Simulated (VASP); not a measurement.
Here is a VASP 6.6.1 calculation.

Contents of INCAR:

```
  PREC = Accurate
  ENCUT = 520
  EDIFF = 1E-6
  ISMEAR = 0
  SIGMA = 0.1
  LREAL = False
  LASPH = True
  NELM = 100
  ALGO = Normal
  ISIF = 2
  LWAVE = False
  LCHARG = False
  GGA = PE
  NBANDS = 26
```

KPOINTS

```
regular mesh
0
Gamma
  8 8 8
```

Contents of POSCAR:

```
C
1.0
   -2.9762164660      2.9762164660      1.9179759903
    2.9762164660     -2.9762164660      1.9179759903
    2.9762164660      2.9762164660     -1.9179759903
C
8
Direct
    0.8750000000      1.0114307224      0.6364307224
    0.3750000000      0.2385692776      0.3635692776
    0.7614307224      0.6250000000      0.6364307224
   -0.0114307224      0.1250000000      0.3635692776
    0.8750000000      0.2385692776      0.8635692776
    0.3750000000      1.0114307224      0.1364307224
   -0.0114307224      0.6250000000      0.8635692776
    0.7614307224      0.1250000000      0.1364307224
```

Potentials or basis: VASP PAW PBE potentials, release 64 (C).

Run with:

```bash
$ cat potpaw_PBE.64/C/POTCAR > POTCAR
$ mpirun -np 1 vasp_std > vasp.out
```

Q: What does it give for the band gap on the k mesh?

A: 2.39 eV, indirect (least direct gap 2.69 eV).

Q: What does it give for the largest force?

A: 0.036 eV/Å.

Q: Estimate the pressure.

A: 0.3 GPa.

Forces on the atoms (eV/Å):
```
C   -0.036  0.000  0.000
C    0.036  0.000  0.000
C    0.000 -0.036  0.000
C    0.000  0.036  0.000
C    0.036  0.000  0.000
C   -0.036  0.000  0.000
C    0.000  0.036  0.000
C    0.000 -0.036  0.000
```

A k mesh can miss the band edges.
